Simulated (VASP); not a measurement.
Runs of VASP 6.6.1 on As. The structure is that of space group Im-3m (No. 229), or close to it. The cells are those of the table. 

```tsv
cell	k mesh	gap on the mesh (eV)	pressure (GPa)
a = 2.940 Å, angles 109.5°, 1 atom	15 × 15 × 15	none	-3.3
a = 2.822 Å, angles 109.5°, 1 atom	15 × 15 × 15	none	8.3
a = 2.977 Å, angles 109.5°, 1 atom	15 × 15 × 15	none	-5.7
a = 2.902 Å, angles 109.5°, 1 atom	15 × 15 × 15	none	-0.3
a = 3.013 Å, angles 109.5°, 1 atom	15 × 15 × 15	none	-7.7
a = 2.781 Å, angles 109.5°, 1 atom	15 × 15 × 15	none	(a)
a = 2.902 Å, angles 109.5°, 1 atom	22 × 22 × 22	none	(c)
a = 2.863 Å, angles 109.5°, 1 atom	15 × 15 × 15	none	(b)
```

Alike in all rows: task single point; level r2SCAN; potentials or basis VASP PAW PBE potentials, release 64 (As); no spin polarisation; cutoff (eV) 550; smearing fermi-dirac 0.1 eV.

Q: Fill in the values left out.

A: (a) 14.3; (b) 3.5; (c) 0.0.

Caveats: the PAW data sets were made with another functional, which shifts forces and pressure a little.

A k mesh can miss the band edges, and the runs leave out spin-orbit coupling on As.

A gap of «none» marks levels without a gap at the run's occupations.
